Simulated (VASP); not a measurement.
Input of a VASP 6.6.1 run:

Contents of INCAR:

```
SYSTEM = BAs
ALGO = Normal ; EDIFF = 1E-7
ENCUT = 520 ; GGA = RE
ISIF = 2 ; ISMEAR = -1
IVDW = 12 ; LASPH = .TRUE.
LCHARG = .FALSE. ; LREAL = .FALSE.
LWAVE = .FALSE. ; NBANDS = 11
NELM = 100 ; PREC = Accurate
SIGMA = 0.05
```

Contents of KPOINTS:

```
k-points
0
G
  10 10 10
  0 0 0
```

Contents of POSCAR:

```
BAs
1.0
    0.0000000000      2.3885000000      2.3885000000
    2.3885000000      0.0000000000      2.3885000000
    2.3885000000      2.3885000000      0.0000000000
As B
1 1
Direct
    0.7500000000      0.7500000000      0.7500000000
    0.0000000000      0.0000000000      0.0000000000
```

Potentials or basis: VASP PAW PBE potentials, release 64 (As, B).

Run with:

```sh
$ cat potpaw_PBE.64/As/POTCAR potpaw_PBE.64/B/POTCAR > POTCAR
$ mpirun -np 1 vasp_std > vasp.out
```

(1) Predict the dispersion energy per atom.

(2) What does it give for the pressure?

(3) Predict the band gap on the k mesh.

Results:

(1) -0.651 eV.

(2) -2.4 GPa.

(3) 1.20 eV, indirect (least direct gap 3.27 eV).

Caveat: the PAW data sets were made with another functional, which shifts forces and pressure a little.
